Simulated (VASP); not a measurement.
# BaS (P1) in VASP: further runs, part 2 of 2

VASP 6.6.1. Earlier steps stand in the parts before.

### 4 Single point, PBE

This run uses another cell than the first one, of 40.25 Å³/atom.

Contents of INCAR:

```
ALGO = Normal
EDIFF = 1E-7
ENCUT = 520
GGA = PE
ISIF = 2
ISMEAR = -1
LASPH = True
LCHARG = False
LREAL = False
LWAVE = False
NBANDS = 24
NELM = 60
PREC = Accurate
SIGMA = 0.02
```

Contents of KPOINTS:

```
k-points
0
Gamma
  6 6 2
```

Contents of POSCAR:

```
BaS
1.0
    5.3918110000      0.0000000000      0.0000000000
   -2.6959050000      4.6694450000      0.0000000000
    0.0000000000      0.0000000000      6.3951310000
Ba S
2 2
Direct
    0.3335815867      0.6678157683     -0.0606097045
    0.6639740626      0.3331021138      0.4368905031
    0.3333127771      0.6680348521      0.4393675438
    0.6708162456      0.3290273255      0.9350546533
```

Potentials or basis: VASP PAW PBE potentials, release 64 (Ba_sv, S).

On the command line:

```bash
> cat potpaw_PBE.64/Ba_sv/POTCAR potpaw_PBE.64/S/POTCAR > POTCAR
> mpirun -np 1 vasp_std > vasp.out
```

OUTCAR:

```text
EDIFF = 1E-7
   ENCUT = 520
   GGA = PE
   ISIF = 2
   ISMEAR = -1
   LASPH = True
   LREAL = False
   NELM = 60
   PREC = Accurate

 ion  position               nearest neighbor table
   1  0.334  0.668  0.939-   4 3.09   4 3.10   4 3.16   3 3.20   3 3.20   2 4.45   2 4.45   2 4.46
                             2 4.47   2 4.47   2 4.48
   2  0.664  0.333  0.437-   3 3.11   3 3.11   3 3.13   4 3.19   4 3.21   1 4.45   1 4.45   1 4.46
                             1 4.47   1 4.47   1 4.48
   3  0.333  0.668  0.439-   2 3.11   2 3.11   2 3.13   1 3.20   1 3.20
   4  0.671  0.329  0.935-   1 3.09   1 3.10   1 3.16   2 3.19   2 3.21

  LATTYP: Found a hexagonal cell.
 ALAT       =     5.3918110000
 C/A-ratio  =     1.1860821902

  Lattice vectors:

 A1 = (   5.3918110000,   0.0000000000,   0.0000000000)
 A2 = (  -2.6959050000,   4.6694450000,   0.0000000000)
 A3 = (   0.0000000000,   0.0000000000,   6.3951310000)

Analysis of symmetry for initial positions (statically):
=====================================================================
 Subroutine PRICEL returns:
 Original cell was already a primitive cell.

 Routine SETGRP: Setting up the symmetry group for a
 hexagonal supercell.

 Subroutine GETGRP returns: Found  1 space group operations
 (whereof  1 operations were pure point group operations)
 out of a pool of 24 trial point group operations.

The static configuration has the point symmetry C_1 .

Analysis of symmetry for dynamics (positions and initial velocities):
=====================================================================
 Subroutine PRICEL returns:
 Original cell was already a primitive cell.

 Routine SETGRP: Setting up the symmetry group for a
 hexagonal supercell.

 Subroutine GETGRP returns: Found  1 space group operations
 (whereof  1 operations were pure point group operations)
 out of a pool of 24 trial point group operations.

The dynamic configuration has the point symmetry C_1 .

 Subroutine INISYM returns: Found  1 space group operations
 (whereof  1 operations are pure point group operations),
 and found     1 'primitive' translations

----------------------------------------------------------------------------------------

                                     Primitive cell

  volume of cell :     161.0087

  direct lattice vectors                    reciprocal lattice vectors
     5.391811000  0.000000000  0.000000000     0.185466442  0.107079087  0.000000000
    -2.695905000  4.669445000  0.000000000     0.000000000  0.214158214  0.000000000
     0.000000000  0.000000000  6.395131000     0.000000000  0.000000000  0.156368963

  length of vectors
     5.391811000  5.391810492  6.395131000     0.214158193  0.214158214  0.156368963

  position of ions in fractional coordinates (direct lattice)
     0.333581587  0.667815768  0.939390295
     0.663974063  0.333102114  0.436890503
     0.333312777  0.668034852  0.439367544
     0.670816246  0.329027326  0.935054653

  ion indices of the primitive-cell ions
   primitive index   ion index
                 1           1
                 2           2
                 3           3
                 4           4

----------------------------------------------------------------------------------------

 KPOINTS: k-points

Automatic generation of k-mesh.
 Grid dimensions read from file:
 generate k-points for:    6    6    2

 Generating k-lattice:

  Cartesian coordinates                     Fractional coordinates (reciprocal lattice)
     0.030911074  0.017846514  0.000000000     0.166666667 -0.000000000  0.000000000
     0.000000000  0.035693036  0.000000000     0.000000000  0.166666667  0.000000000
     0.000000000  0.000000000  0.078184481     0.000000000  0.000000000  0.500000000

  Length of vectors
     0.035693032  0.035693036  0.078184481

  Shift w.r.t. Gamma in fractional coordinates (k-lattice)
     0.000000000  0.000000000  0.000000000

 Subroutine IBZKPT returns following result:
 ===========================================

 Found     40 irreducible k-points:

 Following reciprocal coordinates:
            Coordinates               Weight
  0.000000  0.000000  0.000000      1.000000
  0.166667  0.000000  0.000000      2.000000
  0.000000  0.166667  0.000000      2.000000
 -0.166667  0.166667  0.000000      2.000000
  0.333333  0.000000  0.000000      2.000000
  0.000000  0.333333  0.000000      2.000000
[... 16 lines left out ...]
  0.000000  0.166667  0.500000      2.000000
 -0.166667  0.166667  0.500000      2.000000
 [... further k-points ...]
   k-points           NKPTS =     40   k-points in BZ     NKDIM =     40   number of bands    NBANDS=     24
   number of dos      NEDOS =    301   number of ions     NIONS =      4
   total plane-waves  NPLWV =  76800
   dimension x,y,z NGX =    40 NGY =   40 NGZ =   48
   dimension x,y,z NGXF=    80 NGYF=   80 NGZF=   96
   ions per type =               2   2
   NGX,Y,Z   is equivalent  to a cutoff of  12.33, 12.33, 12.48 a.u.
   NGXF,Y,Z  is equivalent  to a cutoff of  24.67, 24.67, 24.96 a.u.
 SYSTEM =  unknown system
   PREC   = accura    normal or accurate (medium, high low for compatibility)
   ISTART =      0    job   : 0-new  1-cont  2-samecut
   ICHARG =      2    charge: 1-file 2-atom 10-const
   ISPIN  =      1    spin polarized calculation?
   LNONCOLLINEAR =      F non collinear calculations
   LSORBIT =      F    spin-orbit coupling
   LASPH  =      T    aspherical Exc in radial PAW
   ENCUT  =  520.0 eV  38.22 Ry    6.18 a.u.  10.03 10.03 11.89*2*pi/ulx,y,z
   NELM   =     60;   NELMIN=  2; NELMDL= -5     # of ELM steps
   EDIFF  = 0.1E-06   stopping-criterion for ELM
   LREAL  =      F    real-space projection
   EDIFFG = 0.1E-05   stopping-criterion for IOM
   NSW    =      0    number of steps for IOM
   IBRION =     -1    ionic relax: 0-MD 1-quasi-New 2-CG
   NFREE  =      0    steps in history (QN), initial steepest desc. (CG)
   ISIF   =      2    stress and relaxation
   ISYM   =      2    0-nonsym 1-usesym 2-fastsym
   POTIM  = 0.5000    time-step for ionic-motion
   TEBEG  =    0.0;   TEEND  =   0.0 temperature during run
   PSTRESS=    0.0 pullay stress
   NELECT =      32.0000    total number of electrons
   NUPDOWN=      -1.0000    fix difference up-down
   EMIN   =  10.00;   EMAX   =-10.00  energy-range for DOS
   EFERMI =   0.00;   METHOD = LEGACY
   ISMEAR =    -1;   SIGMA  =   0.02  broadening in eV -4-tet -1-fermi 0-gaus
   EFERMI_NEDOS =   21; number of points for ismear=-14 and -15
   IALGO  =     38    algorithm
   IMIX   =      4    mixing-type and parameters
     AMIX     =   0.40;   BMIX     =  1.00
     AMIX_MAG =   1.60;   BMIX_MAG =  1.00
  volume/ion in A,a.u.               =      40.25       271.64
  Fermi-wavevector in a.u.,A,eV,Ry     =   0.955378  1.805402 12.418667  0.912746
  Thomas-Fermi vector in A             =   2.084210
   LORBIT       =      0    0 simple, 1 ext, 2 COOP (PROOUT), +10 PAW based schemes
   GGA     = PE    functional components
   LHFCALC =     F    Hartree Fock is set to
   AEXX    =    0.0000 exact exchange contribution
   IVDW    =     0    specifies the selected vdW correction
   LEPSILON=     F    determine dielectric tensor
   LRPA    =     F    only Hartree local field effects (RPA)
 non-spin polarized calculation
  energy-cutoff  :      520.00
  volume of cell :      161.01
 maximum number of plane-waves:      4364
   NGX = 21   NGY = 21   NGZ = 23

 number of electron      31.9999998 magnetization

 Free energy of the ion-electron system (eV)
  ---------------------------------------------------
  ext. energy  EPLUGINS =         0.00000000
  ---------------------------------------------------
  free energy    TOTEN  =       -19.89897331 eV

  energy without entropy =      -19.89897331  energy(sigma->0) =      -19.89897331

 E-fermi :   0.9399     XC(G=0):  -7.5054

 val. band max:        0.4523826956   @ k =   0.0000   0.0000   0.0000
 cond. band min:       2.9141531005   @ k =   0.3333   0.3333   0.0000
 fundamental gap:      2.4617704050
 Fermi energy:         0.9398947841

 k-point     1 :       0.0000    0.0000    0.0000
  band No.  band energies     occupation
      1     -25.8567      2.00000
      2     -25.8067      2.00000
      3     -11.3177      2.00000
      4     -11.1669      2.00000
      5     -11.1630      2.00000
      6     -11.0135      2.00000
[... 16 lines left out ...]
     23       6.3122      0.00000
     24       6.8978      0.00000
[... 598 lines left out ...]
      2     -25.8296      2.00000
      3     -11.5408      2.00000
      4     -11.5316      2.00000
      5     -11.0975      2.00000
      6     -11.0935      2.00000
[... 16 lines left out ...]
     23       6.4718      0.00000
     24       6.5182      0.00000

 [... further k-points ...]
[... 5 lines left out ...]
  --------------------------------------------------------------------------------------
  -------------------------------------------------------------------------------------
  Total        0.0741882      0.3301846      1.0589350      0.0825257     -0.0015034      0.0018582
  in kB        0.7382371      3.2856252     10.5373281      0.8212030     -0.0149601      0.0184904
  external PRESSURE =       4.8537301 kB  Pullay stress =       0.0000000 kB

 VOLUME and BASIS-vectors are now :
 -----------------------------------------------------------------------------
  energy-cutoff  :      520.00
  volume of cell :      161.01
      direct lattice vectors                 reciprocal lattice vectors
     5.391811000  0.000000000  0.000000000     0.185466442  0.107079087  0.000000000
    -2.695905000  4.669445000  0.000000000     0.000000000  0.214158214  0.000000000
     0.000000000  0.000000000  6.395131000     0.000000000  0.000000000  0.156368963

 POSITION                                       TOTAL-FORCE (eV/Angst)
 -----------------------------------------------------------------------------------
     -0.00176      3.11833      6.00752         0.083488     -0.070973     -0.038673
      2.68201      1.55540      2.79397         0.035762      0.023314      0.014832
     -0.00380      3.11935      2.80981        -0.020882     -0.024025     -0.028105
      2.72989      1.53637      5.97980        -0.098368      0.071684      0.051946
 -----------------------------------------------------------------------------------
    total drift:                               -0.000025      0.000056      0.000067

  FREE ENERGIE OF THE ION-ELECTRON SYSTEM (eV)
  ---------------------------------------------------
  free  energy   TOTEN  =       -19.8989733112 eV

  energy  without entropy=      -19.8989733112  energy(sigma->0) =      -19.89897331
```

stdout:

```text
POSCAR found type information on POSCAR BaS
 POSCAR found :  2 types and       4 ions
 scaLAPACK will be used
 LDA part: xc-table for (Slater+PW92), standard interpolation
 POSCAR, INCAR and KPOINTS ok, starting setup
 FFT: planning ... GRIDC
 FFT: planning ... GRID_SOFT
 FFT: planning ... GRID
 WAVECAR not read
 entering main loop
```

Wall time 61 s (1 thread of Intel Xeon 6975P-C (Granite Rapids), shared host); peak memory 0.34 GiB.

What came out:

* Free energy: -19.8990 eV
* Pressure: 0.5 GPa
* Largest force: 0.132 eV/Å
* Band gap on the k mesh: 2.46 eV (least direct gap 2.61 eV)

Forces on the atoms (eV/Å):
```
Ba   0.083 -0.071 -0.039
Ba   0.036  0.023  0.015
S   -0.021 -0.024 -0.028
S   -0.098  0.072  0.052
```

Caveat: the k points lie up to 0.49 Å⁻¹ apart; the atoms stand as in a frame of molecular dynamics; the structure was generated, so it needn't be the stable form of BaS; spin-orbit coupling is left out, which moves the levels of the heavy elements. A k mesh can miss the band edges.

### 5 Overview

```tsv
cell	smearing	gap on the mesh (eV)	pressure (GPa)	largest force (eV/Å)
a = 5.382, b = 5.382, c = 6.383 Å, angles 90.0, 90.0, 120.0°, 4 atoms, atomic positions A	fermi-dirac 0.026 eV	2.48	0.8	0.38
a = 5.388, b = 5.388, c = 6.390 Å, angles 90.0, 90.0, 120.0°, 4 atoms, atomic positions B	fermi-dirac 0.026 eV	2.46	0.6	0.22
a = 5.392, b = 5.392, c = 6.395 Å, angles 90.0, 90.0, 120.0°, 4 atoms, atomic positions C	fermi-dirac 0.02 eV	2.46	0.5	0.13
```

Alike in all rows: task single point; level PBE; potentials or basis VASP PAW PBE potentials, release 64 (Ba_sv, S); no spin polarisation; k mesh 6 × 6 × 2; cutoff (eV) 520.

Caveats: all runs use coarse meshes; the atoms stand as in a frame of molecular dynamics; the structure was generated, so it needn't be the stable form of BaS; spin-orbit coupling is left out, which moves the levels of the heavy elements.

Total energies depend on the potentials used, so only differences within one code and one set of settings carry meaning.
